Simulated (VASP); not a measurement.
Wanted: the native input for a VASP 6.6.1 run.

```yaml
Task: single point
Functional: PBE
Potentials_or_basis: VASP PAW PBE potentials, release 64 (Co_sv, O)
Cutoff: 700 eV
k_mesh: 11 × 11 × 10
Occupations: fermi-dirac, width 0.05 eV
Spin: collinear spin, ferromagnetic start
Starting_moments: "[2.0, 0.0] μB"
Dipole_correction: no
Further_INCAR_settings: ALGO = Normal; EDIFF = 1e-06; NBANDS = 22
```

The structure of CoO lies in POSCAR:

```
CoO
1.0
    2.8297493448     -0.0000000029      0.0000000000
   -1.4148746699      2.4506348204      0.0000000000
    0.0000000000      0.0000000000      2.7207190185
Co O
1 1
Direct
    0.0000000000      0.0000000000      0.0000000000
    0.6666666667      0.3333333333      0.5000000000
```

The input as run:

INCAR

```
PREC = Accurate
ENCUT = 700
EDIFF = 1E-6
ISMEAR = -1
SIGMA = 0.05
LREAL = F
LASPH = T
NELM = 200
ALGO = Normal
ISIF = 2
LWAVE = F
LCHARG = F
ISPIN = 2
MAGMOM = 2 0
LORBIT = 11
LMAXMIX = 4
GGA = PE
NBANDS = 22
GGA_COMPAT = F
```

KPOINTS

```
Automatic mesh
0
Gamma
  11 11 10
```

Potentials or basis: VASP PAW PBE potentials, release 64 (Co_sv, O).

The run is started by

```bash
$ cat potpaw_PBE.64/Co_sv/POTCAR potpaw_PBE.64/O/POTCAR > POTCAR
$ mpirun -np 1 vasp_std > vasp.out
```

It gave:

```yaml
Pressure: -1.2 GPa
Band_gap_on_the_k_mesh: zero (filled and empty bands overlap)
Net_moment: 3.00 μB per cell
Site_moments: Co +2.53; O +0.40 μB
Valence_electrons_inside_the_program's_atomic_spheres: Co 14.88; O 4.97
```

Caveat: a cell with one magnetic atom can't hold antiferromagnetic order, which such compounds often take; semilocal functionals often make such compounds metallic where correlation or magnetic order opens a gap, which also shifts bond lengths.

Run time: 75 s on 1 thread of Intel(R) Xeon(R) Platinum 8259CL CPU @ 2.50GHz (Skylake/Cascade Lake), with other jobs on the host, peak memory 0.21 GiB.
